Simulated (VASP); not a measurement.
# MgB2 (P6/mmm) in VASP: further runs, part 3 of 3

VASP 6.6.1. The steps go on from the part before.

### Step 4. Single point, PBEsol

This run uses another cell than the first one, of 9.68 Å³/atom, 1.053 times its volume.

File INCAR:

```
PREC = Accurate ; ENCUT = 520
EDIFF = 1E-7 ; ISMEAR = 0
SIGMA = 0.1 ; LREAL = F
LASPH = T ; NELM = 80
ALGO = Normal ; ISIF = 2
LWAVE = F ; LCHARG = F
GGA = PS ; NBANDS = 11
```

File KPOINTS:

```
Automatic mesh
0
Gamma
  18 18 12
```

File POSCAR:

```
MgB2
1.0
    3.0850000000      0.0000000000      0.0000000000
   -1.5425000000      2.6716883707      0.0000000000
    0.0000000000      0.0000000000      3.5230000000
Mg B
1 2
Direct
    0.0000000000      0.0000000000      0.0000000000
    0.3333333333      0.6666666667      0.5000000000
    0.6666666667      0.3333333333      0.5000000000
```

Potentials or basis: VASP PAW PBE potentials, release 64 (Mg, B).

On the command line:

```console
$ cat potpaw_PBE.64/Mg/POTCAR potpaw_PBE.64/B/POTCAR > POTCAR
$ mpirun -np 1 vasp_std > vasp.out
```

OUTCAR:

```text
PREC = Accurate
   ENCUT = 520
   EDIFF = 1E-7
   ISMEAR = 0
   LREAL = F
   LASPH = T
   NELM = 80
   ISIF = 2
   GGA = PS

 ion  position               nearest neighbor table
   1  0.000  0.000  0.000-   2 2.51   3 2.51   2 2.51   3 2.51   3 2.51   3 2.51   2 2.51   2 2.51
                             3 2.51   3 2.51   2 2.51   2 2.51
   2  0.333  0.667  0.500-   3 1.78   3 1.78   3 1.78   1 2.51   1 2.51   1 2.51   1 2.51   1 2.51
                             1 2.51
   3  0.667  0.333  0.500-   2 1.78   2 1.78   2 1.78   1 2.51   1 2.51   1 2.51   1 2.51   1 2.51
                             1 2.51

  LATTYP: Found a hexagonal cell.
 ALAT       =     3.0850000000
 C/A-ratio  =     1.1419773096

  Lattice vectors:

 A1 = (   3.0850000000,   0.0000000000,   0.0000000000)
 A2 = (  -1.5425000000,   2.6716883707,   0.0000000000)
 A3 = (   0.0000000000,   0.0000000000,   3.5230000000)

Analysis of symmetry for initial positions (statically):
=====================================================================
 Subroutine PRICEL returns:
 Original cell was already a primitive cell.

 Routine SETGRP: Setting up the symmetry group for a
 hexagonal supercell.

 Subroutine GETGRP returns: Found 24 space group operations
[... 177 lines left out ...]
      1      -7.2020      2.00000
      2       2.2643      2.00000
      3       5.5761      0.00000
      4       5.5761      0.00000
      5       6.8278      0.00000
      6      11.4781      0.00000
      7      11.4781      0.00000
      8      13.3148      0.00000
      9      15.1443      0.00000
     10      17.7504      0.00000
     11      21.2884      0.00000
[... 309 lines left out ...]
 k-point    24 :       0.3889    0.1111    0.0000
  band No.  band energies     occupation
      1      -3.7451      2.00000
      2      -1.8255      2.00000
      3       2.1858      2.00000
      4       5.3402      0.01833
      5       8.5276      0.00000
      6       9.7685      0.00000
      7      10.6629      0.00000
      8      12.7337      0.00000
      9      16.0776      0.00000
     10      17.9435      0.00000
     11      19.1609      0.00000

 [... further k-points ...]
[... 5 lines left out ...]
  --------------------------------------------------------------------------------------
  -------------------------------------------------------------------------------------
  Total       -0.6167787     -0.6167787     -0.4837250      0.0000000     -0.0000000      0.0000000
  in kB      -34.0319119    -34.0319119    -26.6904267      0.0000000     -0.0000000      0.0000000
  external PRESSURE =     -31.5847502 kB  Pullay stress =       0.0000000 kB

 VOLUME and BASIS-vectors are now :
 -----------------------------------------------------------------------------
  energy-cutoff  :      520.00
  volume of cell :       29.04
      direct lattice vectors                 reciprocal lattice vectors
     3.085000000  0.000000000  0.000000000     0.324149109  0.187147575  0.000000000
    -1.542500000  2.671688371  0.000000000     0.000000000  0.374295150  0.000000000
     0.000000000  0.000000000  3.523000000     0.000000000  0.000000000  0.283848992

 POSITION                                       TOTAL-FORCE (eV/Angst)
 -----------------------------------------------------------------------------------
      0.00000      0.00000      0.00000        -0.000000      0.000000      0.000000
     -0.00000      1.78113      1.76150        -0.000000      0.000000     -0.000000
      1.54250      0.89056      1.76150         0.000000     -0.000000      0.000000
 -----------------------------------------------------------------------------------
    total drift:                                0.000000     -0.000000      0.000000

  FREE ENERGIE OF THE ION-ELECTRON SYSTEM (eV)
  ---------------------------------------------------
  free  energy   TOTEN  =       -16.2200527716 eV

  energy  without entropy=      -16.2171205465  energy(sigma->0) =      -16.21858666
```

OSZICAR:

```text
N       E                     dE             d eps       ncg     rms          rms(c)
DAV:   1     0.273773830782E+01    0.27377E+01   -0.37894E+03  6162   0.612E+02
DAV:   2    -0.172512118897E+02   -0.19989E+02   -0.18741E+02  7274   0.105E+02
DAV:   3    -0.178026913983E+02   -0.55148E+00   -0.54723E+00  7402   0.141E+01
DAV:   4    -0.178041449139E+02   -0.14535E-02   -0.14532E-02  6651   0.782E-01
DAV:   5    -0.178041504065E+02   -0.54926E-05   -0.54929E-05  7090   0.502E-02    0.514E+00
DAV:   6    -0.164530834317E+02    0.13511E+01   -0.16952E+00  6458   0.591E+00    0.243E+00
DAV:   7    -0.162265214840E+02    0.22656E+00   -0.86813E-01  6759   0.424E+00    0.734E-01
DAV:   8    -0.162299549616E+02   -0.34335E-02   -0.99797E-02  6410   0.168E+00    0.383E-01
DAV:   9    -0.162201692279E+02    0.97857E-02   -0.22777E-02  6343   0.680E-01    0.652E-02
DAV:  10    -0.162200637898E+02    0.10544E-03   -0.13453E-03  7022   0.201E-01    0.225E-02
DAV:  11    -0.162200539717E+02    0.98180E-05   -0.74371E-05  6436   0.491E-02    0.451E-03
DAV:  12    -0.162200528500E+02    0.11218E-05   -0.65888E-06  6473   0.121E-02    0.179E-03
DAV:  13    -0.162200527716E+02    0.78406E-07   -0.29366E-07  6558   0.313E-03
   1 F= -.16220053E+02 E0= -.16218587E+02  d E =-.293223E-02
```

stdout:

```text
POSCAR found type information on POSCAR MgB
 POSCAR found :  2 types and       3 ions
 scaLAPACK will be used
 -----------------------------------------------------------------------------
|                                                                             |
|                                                                             |
|     You enforced a specific xc type in the INCAR file but a different       |
|     I HOPE YOU KNOW WHAT YOU ARE DOING!                                     |
|                                                                             |
 -----------------------------------------------------------------------------

 LDA part: xc-table for (Slater+PW92), standard interpolation
 POSCAR, INCAR and KPOINTS ok, starting setup
 FFT: planning ... GRIDC
 FFT: planning ... GRID_SOFT
 FFT: planning ... GRID
 WAVECAR not read
 entering main loop
```

Run time: 23 s. Hardware: 1 thread of Intel Xeon 6975P-C (Granite Rapids), shared host; peak memory 0.21 GiB.

Results:

```
Free energy            : -16.2201 eV
Pressure               : -3.2 GPa
Band gap on the k mesh : zero (band 4 reaches 7.00 eV, above the bottom of band 5 at 3.18 eV)
```

Stress tensor (GPa, compression positive):
```
-3.40  0.00  0.00
 0.00 -3.40  0.00
 0.00  0.00 -2.67
```

Caveat: the PAW data sets were made with another functional, which shifts forces and pressure a little.

### Step 5. Single point, PBEsol (volume scaled by 1.03, then relaxed in part)

File INCAR:

```
  PREC = Accurate
  ENCUT = 520
  EDIFF = 1E-6
  ISMEAR = 0
  SIGMA = 0.1
  LREAL = F
  LASPH = T
  NELM = 100
  ALGO = Normal
  ISIF = 2
  LWAVE = F
  LCHARG = F
  GGA = PS
  NBANDS = 11
```

KPOINTS is that of step 4.

File POSCAR:

```
MgB2
1.0
    3.0881817874      0.0000000000      0.0000000000
   -1.5440908937      2.6744438794      0.0000000000
    0.0000000000      0.0000000000      3.5454266311
Mg B
1 2
Direct
    0.0000000000      0.0000000000      0.0000000000
    0.3333333333      0.6666666667      0.5000000000
    0.6666666667      0.3333333333      0.5000000000
```

On the command line:

```console
$ cat potpaw_PBE.64/Mg/POTCAR potpaw_PBE.64/B/POTCAR > POTCAR
$ mpirun -np 1 vasp_std > vasp.out
```

Wall time 23 s (1 thread of Intel Xeon 6975P-C (Granite Rapids), shared host); peak memory 0.21 GiB.

The run converged. Its results:

```yaml
Free_energy: -16.2147 eV
Pressure: -4.1 GPa
Band_gap_on_the_k_mesh: zero (band 4 reaches 6.91 eV, above the bottom of band 5 at 3.15 eV)
```

Stress tensor (GPa, compression positive):
```
-4.03  0.00  0.00
 0.00 -4.03  0.00
 0.00  0.00 -4.37
```

Levels at points of the mesh, in eV from the Fermi level:
```tsv
k point	band 1	band 2	band 3	band 4	band 5	band 6	band 7	band 8	band 9
(0.00, 0.00, 0.00)	-12.33	-2.95	0.42	0.42	1.54	6.32	6.32	8.13	9.93
(0.50, 0.00, 0.00)	-8.45	-7.77	-2.12	0.21	3.05	3.88	5.21	6.98	12.42
(0.00, 0.00, 0.50)	-11.08	-7.39	0.79	0.79	6.65	6.65	7.98	9.76	9.87
(0.50, 0.00, 0.50)	-7.48	-6.88	-3.53	-1.83	-1.28	5.69	8.70	8.87	12.83
```

Caveat: the cell differs from its parent crystal (volume scaled by 1.03, then relaxed in part); the PAW data sets were made with another functional, which shifts forces and pressure a little.

### Step 6. Single point, PBEsol (volume scaled by 1.06, then relaxed in part)

File INCAR:

```
SYSTEM = MgB2
  PREC = Accurate
  ENCUT = 520
  EDIFF = 1E-6
  ISMEAR = 0
  SIGMA = 0.1
  LREAL = .False.
  LASPH = .True.
  NELM = 80
  ALGO = Normal
  ISIF = 2
  LWAVE = .False.
  LCHARG = .True.
  GGA = PS
  LELF = .True.
  LVHAR = .True.
  NBANDS = 11
```

File KPOINTS:

```
regular mesh
0
Gamma
  18 18 12
  0 0 0
```

File POSCAR:

```
MgB2
1.0
    3.1115073278      0.0000000000      0.0000000000
   -1.5557536639      2.6946443900      0.0000000000
    0.0000000000      0.0000000000      3.5941914076
Mg B
1 2
Direct
    0.0000000000      0.0000000000      0.0000000000
    0.3333333333      0.6666666667      0.5000000000
    0.6666666667      0.3333333333      0.5000000000
```

Potentials or basis: VASP PAW PBE potentials, release 64 (Mg, B).

On the command line:

```console
$ cat potpaw_PBE.64/Mg/POTCAR potpaw_PBE.64/B/POTCAR > POTCAR
$ mpirun -np 1 vasp_std > vasp.out
```

It took 21 s on 1 thread of Intel Xeon 6975P-C (Granite Rapids), shared host; peak memory 0.21 GiB.

It converged, with:

| Item | Value |
| --- | --- |
| Free energy | -16.1829 eV |
| Pressure | -7.8 GPa |
| Band gap on the k mesh | zero (band 4 reaches 6.67 eV, above the bottom of band 5 at 3.01 eV) |

Stress tensor (GPa, compression positive):
```
-7.64  0.00  0.00
 0.00 -7.64  0.00
 0.00  0.00 -7.96
```

Levels at points of the mesh, in eV from the Fermi level:
```csv
k point,band 1,band 2,band 3,band 4,band 5,band 6,band 7,band 8,band 9
"(0.00, 0.00, 0.00)",-12.17,-2.95,0.43,0.43,1.37,6.26,6.26,7.92,9.72
"(0.50, 0.00, 0.00)",-8.35,-7.64,-2.06,0.19,2.95,3.85,5.00,6.66,12.11
"(0.00, 0.00, 0.50)",-10.97,-7.27,0.77,0.77,6.59,6.59,7.87,9.37,9.52
"(0.50, 0.00, 0.50)",-7.43,-6.79,-3.45,-1.79,-1.26,5.54,8.48,8.72,12.39
```

Caveat: the cell differs from its parent crystal (volume scaled by 1.06, then relaxed in part); the PAW data sets were made with another functional, which shifts forces and pressure a little.

### Step 7. Overview

| cell | gap on the mesh (eV) | pressure (GPa) |
| --- | --- | --- |
| a = 3.040, b = 3.040, c = 3.446 Å, angles 90.0, 90.0, 120.0°, 3 atoms | none | 4.8 |
| a = 3.065, b = 3.065, c = 3.495 Å, angles 90.0, 90.0, 120.0°, 3 atoms | none | 0.0 |
| a = 3.085, b = 3.085, c = 3.523 Å, angles 90.0, 90.0, 120.0°, 3 atoms | none | -3.2 |
| a = 3.088, b = 3.088, c = 3.545 Å, angles 90.0, 90.0, 120.0°, 3 atoms | none | -4.1 |
| a = 3.112, b = 3.112, c = 3.594 Å, angles 90.0, 90.0, 120.0°, 3 atoms | none | -7.8 |

Alike in all rows: task single point; level PBEsol; potentials or basis VASP PAW PBE potentials, release 64 (Mg, B); no spin polarisation; k mesh 18 × 18 × 12; cutoff (eV) 520; smearing gaussian 0.1 eV.

Caveats: the PAW data sets were made with another functional, which shifts forces and pressure a little.

Total energies depend on the potentials used, so only differences within one code and one set of settings carry meaning.
